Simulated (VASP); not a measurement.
Al3As: relaxation of cell and atoms with PBE

Crystal: Al3As.

```
CELL_PARAMETERS angstrom
-1.94932 1.94932 4.35432
1.94932 -1.94932 4.35432
1.94932 1.94932 -4.35432
ATOMIC_POSITIONS crystal
Al 0.50000 0.50000 0.00000
Al 0.25000 0.75000 0.50000
Al 0.75000 0.25000 0.50000
As 0.00000 0.00000 0.00000
```

```json
{"Program": "VASP 6.6.1", "Task": "relaxation of cell and atoms", "Functional": "PBE", "Potentials or basis": "VASP PAW PBE potentials, release 64 (Al, As_d)", "Cutoff": "510 eV", "k mesh": "6 × 6 × 6", "Occupations": "gaussian, width 0.1 eV", "Spin": "no spin polarisation", "Dipole correction": "no", "Further INCAR settings": "ALGO = Normal; EDIFF = 1e-07; IBRION = 2; EDIFFG = -0.04; NSW = 90; ISIF = 3"}
```

- Relaxed volume: 17.41 Å³/atom
- Relaxed cell: a = 5.235 Å, b = 5.235 Å, c = 5.235 Å, α = 135.43°, β = 135.43°, γ = 64.86°
- Space group after relaxing (to 0.1 Å): I4/mmm (No. 139)
- Energy gained by relaxing: 11.1 meV/atom
- Ionic steps: 3
- Pressure after relaxing: 0.0 GPa
- Band gap on the k mesh: zero (bands 12 and 13 overlap by 3.73 eV)

Step by step:
| step | energy change (eV) | largest force (eV/Å) | pressure (GPa) | volume (Å³) |
| --- | --- | --- | --- | --- |
| 1 | 0.0000 | 0.0000 | 4.21 | 66.18 |
| 2 | -0.0428 | 0.0000 | -0.85 | 70.44 |
| 3 | -0.0445 | 0.0000 | -0.03 | 69.65 |

Final structure:
```cif
data_structure
_symmetry_space_group_name_H-M 'P 1'
_symmetry_Int_Tables_number 1
_cell_length_a 5.2353
_cell_length_b 5.2353
_cell_length_c 5.2353
_cell_angle_alpha 135.434
_cell_angle_beta 135.434
_cell_angle_gamma 64.856
_cell_volume 69.65
loop_
_atom_site_label
_atom_site_type_symbol
_atom_site_fract_x
_atom_site_fract_y
_atom_site_fract_z
_atom_site_occupancy
Al1 Al 0.50000 0.50000 0.00000 1
Al2 Al 0.25000 0.75000 0.50000 1
Al3 Al 0.75000 0.25000 0.50000 1
As1 As 0.00000 0.00000 0.00000 1
```

Levels at points of the mesh, in eV from the Fermi level:
```tsv
k point	band 9	band 10	band 11	band 12	band 13	band 14	band 15	band 16
(0.00, 0.00, 0.00)	-2.76	-2.76	-1.37	-0.60	-0.60	-0.23	0.64	1.17
(0.50, 0.00, 0.00)	-5.43	-2.07	-0.40	0.23	0.64	1.34	2.46	2.72
(0.50, 0.50, 0.00)	-5.46	-5.09	-4.34	-0.86	0.22	0.27	0.66	6.86
(0.50, 0.50, 0.50)	-3.68	-3.58	-0.94	1.66	2.72	2.72	4.09	4.99
```

Wall time 2.5 min on 1 thread of Intel(R) Xeon(R) Platinum 8259CL CPU @ 2.50GHz (Skylake/Cascade Lake), with other jobs on the host, peak memory 0.26 GiB.
